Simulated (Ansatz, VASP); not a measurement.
# One calculation of Sb, two programs

```
CELL_PARAMETERS angstrom
-1.57654 1.57654 2.71194
1.57654 -1.57654 2.71194
1.57654 1.57654 -2.71194
ATOMIC_POSITIONS crystal
Sb 0.00000 0.00000 0.00000
```

Alike in both runs: functional revPBE; k mesh 12 × 12 × 12; occupations fermi-dirac, width 0.05 eV; no spin polarisation.

|  | VASP | Ansatz |
| --- | --- | --- |
| version | VASP 6.6.1 | Ansatz 0.2.0 |
| potentials or method | VASP PAW PBE potentials, release 64 (Sb) | Ansatz PAW |
| plane-wave cutoff (eV) | 520 | 420 |
| valence electrons in the cell | 5 | 15 |
| task | single point | band structure |

Ansatz gave:

```
gap on the k mesh at the Fermi level (eV)                     : none
pressure (GPa)                                                : 2.7
traceless stress, the component that is largest in VASP (GPa) : -0.59
```

Question: Which values does VASP return?

Answer: gap on the k mesh at the Fermi level (eV): none; pressure (GPa): 2.6; traceless stress, the component that is largest in VASP (GPa): -0.61.

VASP's potentials were made for PBE, not for revPBE. A gap of «none» marks a metal or a gap that the smearing closes. VASP's potentials hold 5 valence electrons a cell and Ansatz's 15, so a difference there can come from the potentials and not from the codes.

Neither program's run includes spin-orbit coupling.
